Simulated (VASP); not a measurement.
# Nb (Im-3m) in VASP: single point with PBEsol

Aim: the single point of Nb with PBEsol.

Program: VASP 6.6.1. These are calculated values, not measurements. Logs are shortened: lines on timing, memory, paths and dates and some standing lists are left out, and cuts for length are marked.

### 1 The cell of the first run

It takes space group Im-3m (No. 229, cubic). The conventional cell has a = 3.272 Å, b = 3.272 Å, c = 3.272 Å, α = 90.00°, β = 90.00°, γ = 90.00°. Within 3.7 Å of Nb (site symmetry m-3m) lie 14 Nb at 2.83 to 3.27 Å.

### 2 Single point, PBEsol

File INCAR:

```
SYSTEM = Nb
ALGO = Normal
EDIFF = 1E-6
ENCUT = 500
GGA = PS
GGA_COMPAT = .FALSE.
ISIF = 2
ISMEAR = 0
LASPH = .TRUE.
LCHARG = .FALSE.
LREAL = .FALSE.
LWAVE = .FALSE.
NBANDS = 12
NELM = 120
PREC = Accurate
SIGMA = 0.1
```

File KPOINTS:

```
k-points
0
G
  9 9 36
  0 0 0
```

File POSCAR:

```
Nb
1.0
    4.6279353991      0.0000000000      0.0000000000
   -2.3139676996      4.0079096227      0.0000000000
    2.3139676996      1.3359698742      0.9446733575
Nb
1
Direct
    0.0000000000      0.0000000000      0.0000000000
```

Potentials or basis: VASP PAW PBE potentials, release 64 (Nb_sv).

Launch:

```sh
$ cat potpaw_PBE.64/Nb_sv/POTCAR > POTCAR
$ mpirun -np 1 vasp_std > vasp.out
```

OUTCAR:

```text
SYSTEM = Nb
   EDIFF = 1E-6
   ENCUT = 500
   GGA = PS
   ISIF = 2
   ISMEAR = 0
   LASPH = .TRUE.
   LREAL = .FALSE.
   NELM = 120
   PREC = Accurate

 ion  position               nearest neighbor table
   1  0.000  0.000  0.000-

  LATTYP: Found a body centered cubic cell.
 ALAT       =     3.2724445035

  Lattice vectors:

 A1 = (   2.3139676995,  -1.3359698742,  -0.9446733575)
 A2 = (  -0.0000000001,   2.6719397485,  -0.9446733575)
 A3 = (   0.0000000002,  -0.0000000001,   2.8340200725)

Analysis of symmetry for initial positions (statically):
=====================================================================
 Subroutine PRICEL returns:
 Original cell was already a primitive cell.

 Routine SETGRP: Setting up the symmetry group for a
 body centered cubic supercell.

 Subroutine GETGRP returns: Found 48 space group operations
 (whereof 48 operations were pure point group operations)
 out of a pool of 48 trial point group operations.

The static configuration has the point symmetry O_h .

Analysis of symmetry for dynamics (positions and initial velocities):
=====================================================================
 Subroutine PRICEL returns:
 Original cell was already a primitive cell.

 Routine SETGRP: Setting up the symmetry group for a
 body centered cubic supercell.

 Subroutine GETGRP returns: Found 48 space group operations
 (whereof 48 operations were pure point group operations)
 out of a pool of 48 trial point group operations.

The dynamic configuration has the point symmetry O_h .

 Subroutine INISYM returns: Found 48 space group operations
 (whereof 48 operations are pure point group operations),
 and found     1 'primitive' translations

----------------------------------------------------------------------------------------

                                     Primitive cell

  volume of cell :      17.5221

  direct lattice vectors                    reciprocal lattice vectors
     4.627935399  0.000000000  0.000000000     0.216079075  0.124753312 -0.705711304
    -2.313967700  4.007909623  0.000000000     0.000000000  0.249506624 -0.352855652
     2.313967700  1.335969874  0.944673358     0.000000000  0.000000000  1.058566956

  length of vectors
     4.627935399  4.627935399  2.834020073     0.748519873  0.432158150  1.058566956

  position of ions in fractional coordinates (direct lattice)
     0.000000000  0.000000000  0.000000000

  ion indices of the primitive-cell ions
   primitive index   ion index
                 1           1

----------------------------------------------------------------------------------------

 KPOINTS: k-points

Automatic generation of k-mesh.
 Grid dimensions read from file:
 generate k-points for:    9    9   36

 Generating k-lattice:

  Cartesian coordinates                     Fractional coordinates (reciprocal lattice)
     0.024008786  0.013861479 -0.078412367     0.111111111  0.000000000  0.000000000
     0.000000000  0.027722958 -0.039206184     0.000000000  0.111111111  0.000000000
     0.000000000  0.000000000  0.029404638     0.000000000  0.000000000  0.027777778

  Length of vectors
     0.083168875  0.048017572  0.029404638

  Shift w.r.t. Gamma in fractional coordinates (k-lattice)
     0.000000000  0.000000000  0.000000000

 Subroutine IBZKPT returns following result:
 ===========================================

 Found    125 irreducible k-points:

 Following reciprocal coordinates:
            Coordinates               Weight
  0.000000  0.000000  0.000000      1.000000
  0.111111  0.000000  0.000000     24.000000
  0.222222  0.000000  0.000000     24.000000
  0.333333  0.000000  0.000000      8.000000
  0.444444  0.000000  0.000000     24.000000
  0.000000  0.111111  0.000000     12.000000
[... 16 lines left out ...]
  0.222222  0.111111  0.027778     48.000000
  0.444444  0.111111  0.027778     48.000000
 [... further k-points ...]
   k-points           NKPTS =    125   k-points in BZ     NKDIM =    125   number of bands    NBANDS=     12
   number of dos      NEDOS =    301   number of ions     NIONS =      1
   total plane-waves  NPLWV =  31104
   dimension x,y,z NGX =    36 NGY =   36 NGZ =   24
   dimension x,y,z NGXF=    72 NGYF=   72 NGZF=   48
   ions per type =               1
   NGX,Y,Z   is equivalent  to a cutoff of  12.93, 12.93, 14.08 a.u.
   NGXF,Y,Z  is equivalent  to a cutoff of  25.86, 25.86, 28.16 a.u.
 SYSTEM =  Nb
   PREC   = accura    normal or accurate (medium, high low for compatibility)
   ISTART =      0    job   : 0-new  1-cont  2-samecut
   ICHARG =      2    charge: 1-file 2-atom 10-const
   ISPIN  =      1    spin polarized calculation?
   LNONCOLLINEAR =      F non collinear calculations
   LSORBIT =      F    spin-orbit coupling
   LASPH  =      T    aspherical Exc in radial PAW
   ENCUT  =  500.0 eV  36.75 Ry    6.06 a.u.   8.44  8.44  5.17*2*pi/ulx,y,z
   NELM   =    120;   NELMIN=  2; NELMDL= -5     # of ELM steps
   EDIFF  = 0.1E-05   stopping-criterion for ELM
   LREAL  =      F    real-space projection
   EDIFFG = 0.1E-04   stopping-criterion for IOM
   NSW    =      0    number of steps for IOM
   IBRION =     -1    ionic relax: 0-MD 1-quasi-New 2-CG
   NFREE  =      0    steps in history (QN), initial steepest desc. (CG)
   ISIF   =      2    stress and relaxation
   ISYM   =      2    0-nonsym 1-usesym 2-fastsym
   POTIM  = 0.5000    time-step for ionic-motion
   TEBEG  =    0.0;   TEEND  =   0.0 temperature during run
   PSTRESS=    0.0 pullay stress
   NELECT =      13.0000    total number of electrons
   NUPDOWN=      -1.0000    fix difference up-down
   EMIN   =  10.00;   EMAX   =-10.00  energy-range for DOS
   EFERMI =   0.00;   METHOD = LEGACY
   ISMEAR =     0;   SIGMA  =   0.10  broadening in eV -4-tet -1-fermi 0-gaus
   EFERMI_NEDOS =   21; number of points for ismear=-14 and -15
   IALGO  =     38    algorithm
   IMIX   =      4    mixing-type and parameters
     AMIX     =   0.40;   BMIX     =  1.00
     AMIX_MAG =   1.60;   BMIX_MAG =  1.00
  volume/ion in A,a.u.               =      17.52       118.25
  Fermi-wavevector in a.u.,A,eV,Ry     =   1.482041  2.800652 29.884470  2.196447
  Thomas-Fermi vector in A             =   2.595877
   LORBIT       =      0    0 simple, 1 ext, 2 COOP (PROOUT), +10 PAW based schemes
   GGA     = PS    functional components
   LHFCALC =     F    Hartree Fock is set to
   AEXX    =    0.0000 exact exchange contribution
   IVDW    =     0    specifies the selected vdW correction
   LEPSILON=     F    determine dielectric tensor
   LRPA    =     F    only Hartree local field effects (RPA)
 non-spin polarized calculation
 Gauss-broadening in eV      SIGMA  =   0.10
  energy-cutoff  :      500.00
  volume of cell :       17.52
 maximum number of plane-waves:       466
 NGX is ok and might be reduce to    36
   NGX = 17   NGY = 17   NGZ = 11

 number of electron      13.0000001 magnetization

 Free energy of the ion-electron system (eV)
  ---------------------------------------------------
  ext. energy  EPLUGINS =         0.00000000
  ---------------------------------------------------
  free energy    TOTEN  =       -10.95743075 eV

  energy without entropy =      -10.95026599  energy(sigma->0) =      -10.95384837

 E-fermi :  11.4287     XC(G=0): -12.7727

 val. band max:       11.4125315626   @ k =   0.3333   0.0000   0.1111
 cond. band min:      11.4463438849   @ k =   0.2222   0.1111   0.0000
 fundamental gap:      0.0338123222
 Fermi energy:        11.4287358451

 k-point     1 :       0.0000    0.0000    0.0000
  band No.  band energies     occupation
      1     -42.8012      2.00000
      2     -18.0546      2.00000
      3     -18.0546      2.00000
      4     -18.0546      2.00000
      5       5.4115      2.00000
      6      11.7911      0.00000
      7      11.7911      0.00000
      8      11.7911      0.00000
      9      14.7937      0.00000
     10      14.7937      0.00000
     11      25.7197      0.00000
     12      25.7197      0.00000

 k-point     2 :       0.1111    0.0000    0.0000
  band No.  band energies     occupation
      1     -42.7132      2.00000
      2     -18.5564      2.00000
      3     -18.1783      2.00000
      4     -18.1007      2.00000
      5       6.8167      2.00000
      6      11.1159      1.99999
      7      11.2000      1.99878
      8      13.3761      0.00000
      9      13.9430      0.00000
     10      15.0200      0.00000
     11      26.8196      0.00000
     12      27.5176      0.00000

 k-point     3 :       0.2222    0.0000    0.0000
  band No.  band energies     occupation
      1     -42.5535      2.00000
      2     -19.2237      2.00000
      3     -18.5579      2.00000
      4     -18.1933      2.00000
      5       8.7589      2.00000
      6      10.0580      2.00000
      7      10.9328      2.00000
      8      14.1943      0.00000
      9      15.6230      0.00000
     10      17.7585      0.00000
     11      24.6807      0.00000
     12      26.5408      0.00000
[... 286 lines left out ...]
 k-point    23 :       0.2222    0.1111    0.0278
  band No.  band energies     occupation
      1     -42.5284      2.00000
      2     -19.3053      2.00000
      3     -18.6320      2.00000
      4     -18.1964      2.00000
      5       8.6065      2.00000
      6      10.0581      2.00000
      7      11.3590      1.67607
      8      14.2276      0.00000
      9      15.7465      0.00000
     10      18.3824      0.00000
     11      24.0552      0.00000
     12      25.8761      0.00000

 k-point    24 :       0.4444    0.1111    0.0278
  band No.  band energies     occupation
      1     -42.5264      2.00000
      2     -19.4814      2.00000
      3     -18.5364      2.00000
      4     -18.1102      2.00000
      5       7.7929      2.00000
      6       9.8575      2.00000
      7      12.8390      0.00000
      8      14.6291      0.00000
      9      15.9776      0.00000
     10      17.9207      0.00000
     11      23.6689      0.00000
     12      24.2673      0.00000

 [... further k-points ...]

------------------------ aborting loop because EDIFF is reached ----------------------------------------

  FORCE on cell =-STRESS in cart. coord.  units (eV):
  Direction    XX          YY          ZZ          XY          YZ          ZX
  --------------------------------------------------------------------------------------
  -------------------------------------------------------------------------------------
  Total       -0.0585132     -0.0585132     -0.0585132      0.0000000      0.0000000     -0.0000000
  in kB       -5.3502897     -5.3502897     -5.3502897      0.0000000      0.0000000     -0.0000000
  external PRESSURE =      -5.3502897 kB  Pullay stress =       0.0000000 kB

 VOLUME and BASIS-vectors are now :
 -----------------------------------------------------------------------------
  energy-cutoff  :      500.00
  volume of cell :       17.52
      direct lattice vectors                 reciprocal lattice vectors
     4.627935399  0.000000000  0.000000000     0.216079075  0.124753312 -0.705711304
    -2.313967700  4.007909623  0.000000000     0.000000000  0.249506624 -0.352855652
     2.313967700  1.335969874  0.944673358     0.000000000  0.000000000  1.058566956

 POSITION                                       TOTAL-FORCE (eV/Angst)
 -----------------------------------------------------------------------------------
      0.00000      0.00000      0.00000         0.000000      0.000000      0.000000
 -----------------------------------------------------------------------------------
    total drift:                                0.000000     -0.000000     -0.000000

  FREE ENERGIE OF THE ION-ELECTRON SYSTEM (eV)
  ---------------------------------------------------
  free  energy   TOTEN  =       -10.9574307483 eV

  energy  without entropy=      -10.9502659873  energy(sigma->0) =      -10.95384837
```

Run time: 32 s. Hardware: 1 thread of Intel Xeon Platinum 8488C (Sapphire Rapids), shared host; peak memory 0.19 GiB.

What came out:

```yaml
Free_energy: -10.9574 eV
Pressure: -0.5 GPa
Band_gap_on_the_k_mesh: zero (an odd number of electrons rules out a gap without spin polarisation)
```

Levels at points of the mesh, in eV from the Fermi level:
| k point | band 2 | band 3 | band 4 | band 5 | band 6 | band 7 | band 8 | band 9 | band 10 | band 11 |
| --- | --- | --- | --- | --- | --- | --- | --- | --- | --- | --- |
| (0.00, 0.00, 0.00) | -29.48 | -29.48 | -29.48 | -6.02 | 0.36 | 0.36 | 0.36 | 3.36 | 3.36 | 14.29 |
| (0.00, 0.00, 0.50) | -30.50 | -30.50 | -30.50 | -3.89 | -3.89 | 5.84 | 5.84 | 5.84 | 9.29 | 9.29 |

Caveat: the PAW data sets were made with another functional, which shifts forces and pressure a little.

The gap in the log of VASP goes by the Fermi energy; the results here count the filled bands.